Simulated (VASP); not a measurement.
# S (P1) in VASP: single point with PBE

Aim: the single point of S with PBE.

Program: VASP 6.6.1. These are calculated values, not measurements. Logs are shortened: lines on timing, memory, paths and dates and some standing lists are left out, and cuts for length are marked.

## Step 1: The cell of the first run

The typed cell holds 4 atoms: a = 5.587 Å, b = 5.543 Å, c = 2.938 Å, α = 87.68°, β = 90.66°, γ = 89.89°.

## Step 2: Single point, PBE (atoms moved at random and the cell strained at random)

INCAR reads:

```
PREC = Accurate
ENCUT = 520
EDIFF = 1E-6
ISMEAR = 0
SIGMA = 0.1
LREAL = False
LASPH = True
NELM = 60
ALGO = Normal
ISIF = 2
LWAVE = False
LCHARG = False
GGA = PE
NBANDS = 20
```

KPOINTS reads:

```
Automatic mesh
0
Gamma
  8 8 12
```

POSCAR reads:

```
S
1.0
    5.5865235629      0.0055644927     -0.0325352482
    0.0055644927      5.5414965964      0.1135610758
   -0.0169012973      0.0589923116      2.9374926600
S
4
Direct
    0.8997033072      0.8663996424      0.5421275236
    0.1173218926      0.1375101480      0.4711589535
    0.3932222133      0.6242397559      0.0041530836
    0.5897525870      0.3718522149     -0.0174361704
```

Potentials or basis: VASP PAW PBE potentials, release 64 (S).

Started as:

```
> cat potpaw_PBE.64/S/POTCAR > POTCAR
> mpirun -np 1 vasp_std > vasp.out
```

OUTCAR:

```text
PREC = Accurate
   ENCUT = 520
   EDIFF = 1E-6
   ISMEAR = 0
   LREAL = False
   LASPH = True
   NELM = 60
   ISIF = 2
   GGA = PE

 ion  position               nearest neighbor table
   1  0.900  0.866  0.542-   2 1.94
   2  0.117  0.138  0.471-   1 1.94
   3  0.393  0.624  0.004-   4 1.78
   4  0.590  0.372  0.983-   3 1.78

  LATTYP: Found a triclinic cell.
 ALAT       =    11.5858802910
 B/A-ratio  =     1.0773286824
 C/A-ratio  =     1.2035310721
 COS(alpha) =     0.0013882889
 COS(beta)  =     0.5058529548
 COS(gamma) =     0.8621425644

  Lattice vectors:

 A1 = (  11.1899484231,  -0.0478633262,  -3.0025631564)
 A2 = (  11.1786116185,   5.5526255818,   0.0484905794)
 A3 = (   5.6091971721, -11.1954133233,  -6.1346427198)

Analysis of symmetry for initial positions (statically):
=====================================================================
 Subroutine PRICEL returns:
 Original cell was already a primitive cell.

 Routine SETGRP: Setting up the symmetry group for a
 triclinic supercell.

 Subroutine GETGRP returns: Found  1 space group operations
 (whereof  1 operations were pure point group operations)
 out of a pool of  2 trial point group operations.

The static configuration has the point symmetry C_1 .

Analysis of symmetry for dynamics (positions and initial velocities):
=====================================================================
 Subroutine PRICEL returns:
 Original cell was already a primitive cell.

 Routine SETGRP: Setting up the symmetry group for a
 triclinic supercell.

 Subroutine GETGRP returns: Found  1 space group operations
 (whereof  1 operations were pure point group operations)
 out of a pool of  2 trial point group operations.

The dynamic configuration has the point symmetry C_1 .

 Subroutine INISYM returns: Found  1 space group operations
 (whereof  1 operations are pure point group operations),
 and found     1 'primitive' translations

----------------------------------------------------------------------------------------

                                     Primitive cell

  volume of cell :      90.8974

  direct lattice vectors                    reciprocal lattice vectors
     5.586523563  0.005564493 -0.032535248     0.179008421 -0.000200941  0.001033987
     0.005564493  5.541496596  0.113561076    -0.000200941  0.180531189 -0.003626681
[... 83 lines left out ...]
   ISPIN  =      1    spin polarized calculation?
   LNONCOLLINEAR =      F non collinear calculations
   LSORBIT =      F    spin-orbit coupling
   LASPH  =      T    aspherical Exc in radial PAW
   ENCUT  =  520.0 eV  38.22 Ry    6.18 a.u.  10.39 10.31  5.46*2*pi/ulx,y,z
   NELM   =     60;   NELMIN=  2; NELMDL= -5     # of ELM steps
   EDIFF  = 0.1E-05   stopping-criterion for ELM
   LREAL  =      F    real-space projection
   EDIFFG = 0.1E-04   stopping-criterion for IOM
   NSW    =      0    number of steps for IOM
   IBRION =     -1    ionic relax: 0-MD 1-quasi-New 2-CG
   NFREE  =      0    steps in history (QN), initial steepest desc. (CG)
   ISIF   =      2    stress and relaxation
   ISYM   =      2    0-nonsym 1-usesym 2-fastsym
   POTIM  = 0.5000    time-step for ionic-motion
   TEBEG  =    0.0;   TEEND  =   0.0 temperature during run
   PSTRESS=    0.0 pullay stress
   NELECT =      24.0000    total number of electrons
   NUPDOWN=      -1.0000    fix difference up-down
   EMIN   =  10.00;   EMAX   =-10.00  energy-range for DOS
   EFERMI =   0.00;   METHOD = LEGACY
   ISMEAR =     0;   SIGMA  =   0.10  broadening in eV -4-tet -1-fermi 0-gaus
   EFERMI_NEDOS =   21; number of points for ismear=-14 and -15
   IALGO  =     38    algorithm
   IMIX   =      4    mixing-type and parameters
     AMIX     =   0.40;   BMIX     =  1.00
     AMIX_MAG =   1.60;   BMIX_MAG =  1.00
  volume/ion in A,a.u.               =      22.72       153.35
  Fermi-wavevector in a.u.,A,eV,Ry     =   1.050255  1.984694 15.007706  1.103035
  Thomas-Fermi vector in A             =   2.185251
   LORBIT       =      0    0 simple, 1 ext, 2 COOP (PROOUT), +10 PAW based schemes
   GGA     = PE    functional components
   LHFCALC =     F    Hartree Fock is set to
   AEXX    =    0.0000 exact exchange contribution
   IVDW    =     0    specifies the selected vdW correction
   LEPSILON=     F    determine dielectric tensor
   LRPA    =     F    only Hartree local field effects (RPA)
 non-spin polarized calculation
 Gauss-broadening in eV      SIGMA  =   0.10
  energy-cutoff  :      520.00
  volume of cell :       90.90
 maximum number of plane-waves:      2473
 NGX is ok and might be reduce to    42
   NGX = 21   NGY = 21   NGZ = 11

 number of electron      23.9999998 magnetization

 Free energy of the ion-electron system (eV)
  ---------------------------------------------------
  ext. energy  EPLUGINS =         0.00000000
  ---------------------------------------------------
  free energy    TOTEN  =       -14.78168280 eV

  energy without entropy =      -14.76391317  energy(sigma->0) =      -14.77279798

 E-fermi :   3.5139     XC(G=0):  -9.0170

 val. band max:        3.5117666573   @ k =   0.1250   0.2500   0.2500
 cond. band min:       3.5155730561   @ k =  -0.3750  -0.1250   0.1667
 fundamental gap:      0.0038063987
 Fermi energy:         3.5139268442

 k-point     1 :       0.0000    0.0000    0.0000
  band No.  band energies     occupation
      1     -13.8254      2.00000
      2     -12.2353      2.00000
      3      -7.4736      2.00000
      4      -7.1599      2.00000
      5      -2.1379      2.00000
      6      -1.6099      2.00000
[... 541 lines left out ...]
     19      10.7996      0.00000
     20      11.4038      0.00000

 [... further k-points ...]
[... 5 lines left out ...]
  --------------------------------------------------------------------------------------
  -------------------------------------------------------------------------------------
  Total        2.4750596      4.1321566      1.6281799     -4.5705303      0.4210002      0.7693342
  in kB       43.6259209     72.8342624     28.6986417    -80.5611286      7.4206373     13.5604466
  external PRESSURE =      48.3862750 kB  Pullay stress =       0.0000000 kB

 VOLUME and BASIS-vectors are now :
 -----------------------------------------------------------------------------
  energy-cutoff  :      520.00
  volume of cell :       90.90
      direct lattice vectors                 reciprocal lattice vectors
     5.586523563  0.005564493 -0.032535248     0.179008421 -0.000200941  0.001033987
     0.005564493  5.541496596  0.113561076    -0.000200941  0.180531189 -0.003626681
    -0.016901297  0.058992312  2.937492660     0.001990440 -0.006981414  0.340578039

 POSITION                                       TOTAL-FORCE (eV/Angst)
 -----------------------------------------------------------------------------------
      5.02187      4.83814      1.66161         0.654040      0.816317     -0.399315
      0.64822      0.79046      1.39582        -0.738425     -0.848415      0.407286
      2.20015      3.46166      0.07030        -2.514517      3.339459     -0.168246
      3.28013      2.12186      2.90931         2.598902     -3.307361      0.160275
 -----------------------------------------------------------------------------------
    total drift:                                0.000052     -0.000158     -0.000121

  FREE ENERGIE OF THE ION-ELECTRON SYSTEM (eV)
  ---------------------------------------------------
  free  energy   TOTEN  =       -14.7816827954 eV

  energy  without entropy=      -14.7639131679  energy(sigma->0) =      -14.77279798
```

Run time: 9.3 min. Hardware: 1 thread of Intel Xeon Platinum 8259CL at 2.50GHz (Skylake/Cascade Lake), shared host; peak memory 0.54 GiB.

Results:

| Item | Value |
| --- | --- |
| Free energy | -14.7817 eV |
| Pressure | 4.8 GPa |
| Largest force | 4.209 eV/Å |
| Band gap on the k mesh | zero (bands 12 and 13 overlap by 2.05 eV) |

Forces on the atoms (eV/Å):
```
S    0.654  0.816 -0.399
S   -0.738 -0.848  0.407
S   -2.515  3.339 -0.168
S    2.599 -3.307  0.160
```

Caveat: the cell differs from its parent crystal (atoms moved at random and the cell strained at random); the cell stands under pressure; this functional lacks dispersion, which holds the molecules together, so the pressure and a relaxed volume are unreliable; forces of over 1 eV/Å act on the atoms, so gaps and moduli don't describe the material at rest.
